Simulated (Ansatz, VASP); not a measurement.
**Two plane-wave programs on B**

```xyz
6
Lattice="2.9513 -2.5673 0.0000 2.9513 2.5673 0.0000 0.0000 0.0000 3.1344" Properties=species:S:1:pos:R:3 pbc="T T T"
B     2.9513   -0.4016    0.7882
B     2.9513   -2.1657    0.7882
B     2.9513    0.4016    2.3462
B     2.9513    2.1657    2.3462
B     4.4269    0.0000    0.0000
B     1.4756    0.0000    0.0000
```

Alike in both runs: functional PBE; k mesh 6 × 6 × 6; occupations gaussian, width 0.1 eV; no spin polarisation.

Ansatz relaxed the structure, and its values are those at the end. VASP's run is a single point on that final structure, the one shown.

|  | VASP | Ansatz |
| --- | --- | --- |
| version | VASP 6.6.1 | Ansatz 0.2.0 |
| potentials or method | VASP PAW PBE potentials, release 64 (B), cutoff 520 eV | scalar-relativistic, plane waves, PAW |
| valence electrons in the cell | 18 | 18 |

```tsv
	VASP	Ansatz	Ansatz less VASP
gap on the k mesh at the Fermi level (eV)	none	none	-
pressure (GPa)	-0.2	-0.2	-0.03
rms of the force components (eV/Å)	0.006	0.004	-0.0019
```

A gap of «none» marks a metal or a gap that the smearing closes. The functional is the same, so the differences come from potentials, cutoffs and numerics.
